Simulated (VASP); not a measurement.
## AlP: single point with LDA

The system is AlP.

```xyz
2
Lattice="0.0000 2.7169 2.7169 2.7169 0.0000 2.7169 2.7169 2.7169 0.0000" Properties=species:S:1:pos:R:3 pbc="T T T"
Al    0.0000    0.0000    0.0000
P     1.3584    1.3584    1.3584
```

```json
{
  "Program": "VASP 6.6.1",
  "Task": "single point",
  "Functional": "LDA",
  "Potentials or basis": "VASP PAW LDA potentials, release 64 (Al, P)",
  "Cutoff": "500 eV",
  "k mesh": "8 × 8 × 8",
  "Occupations": "gaussian, width 0.02 eV",
  "Spin": "no spin polarisation",
  "Dipole correction": "no",
  "Further INCAR settings": "ALGO = Normal; EDIFF = 1e-06; NBANDS = 11"
}
```

```yaml
Pressure: 0.1 GPa
Band_gap_on_the_k_mesh: 1.41 eV (least direct gap 3.24 eV)
```

Levels at points of the mesh, in eV from the valence-band top:
```tsv
k point	band 1	band 2	band 3	band 4	band 5	band 6	band 7	band 8	band 9
(0.00, 0.00, 0.00)	-11.59	0.00	0.00	0.00	3.24	4.49	4.49	4.49	8.83
(0.50, 0.00, 0.00)	-9.86	-5.65	-0.78	-0.78	2.72	4.74	4.74	8.11	11.55
(0.50, 0.50, 0.00)	-9.17	-5.40	-2.15	-2.15	1.41	2.33	11.01	11.01	11.99
```

Run time: 18 s on 1 thread of Intel Xeon 8259CL, with other jobs on the host, peak memory 0.14 GiB.

A k mesh can miss the band edges.
